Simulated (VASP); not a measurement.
Wanted: the native input for a VASP 6.6.1 run.

* Task: electric field gradients
* Functional: PBEsol
* Potentials or basis: VASP PAW PBE potentials, release 64 (Ca_sv)
* Cutoff: 520 eV
* k mesh: 11 × 11 × 11
* Occupations: fermi-dirac, width 0.05 eV
* Spin: no spin polarisation
* Dipole correction: no
* Further INCAR settings: ALGO = Normal; EDIFF = 1e-08; NBANDS = 11

The structure of Ca lies in POSCAR:

```
Ca
1.0
    0.0000000000      2.7754464148      2.7754464148
    2.7754464148      0.0000000000      2.7754464148
    2.7754464148      2.7754464148      0.0000000000
Ca
1
Direct
    0.0000000000      0.0000000000      0.0000000000
```

The input as run:

INCAR

```
PREC = Accurate ; ENCUT = 520
EDIFF = 1E-8 ; ISMEAR = -1
SIGMA = 0.05 ; LREAL = False
LASPH = True ; NELM = 80
ALGO = Normal ; ISIF = 2
LWAVE = False ; LCHARG = False
GGA = PS ; LEFG = True
NBANDS = 11
```

KPOINTS

```
Automatic mesh
0
Gamma
  11 11 11
```

Potentials or basis: VASP PAW PBE potentials, release 64 (Ca_sv).

The run is started by

```bash
$ cat potpaw_PBE.64/Ca_sv/POTCAR > POTCAR
$ mpirun -np 1 vasp_std > vasp.out
```

Results of the run:

The pressure is -0.9 GPa, the band gap on the k mesh is zero (bands 5 and 6 overlap by 0.28 eV) and the largest electric field gradient by atom is under 0.05 V/Å² on every atom.

Caveat: the PAW data sets were made with another functional, which shifts forces and pressure a little.

It took 36 s on 1 thread of AMD EPYC 7R43 64-Core Processor (Zen 3), on a shared host, peak memory 0.14 GiB.
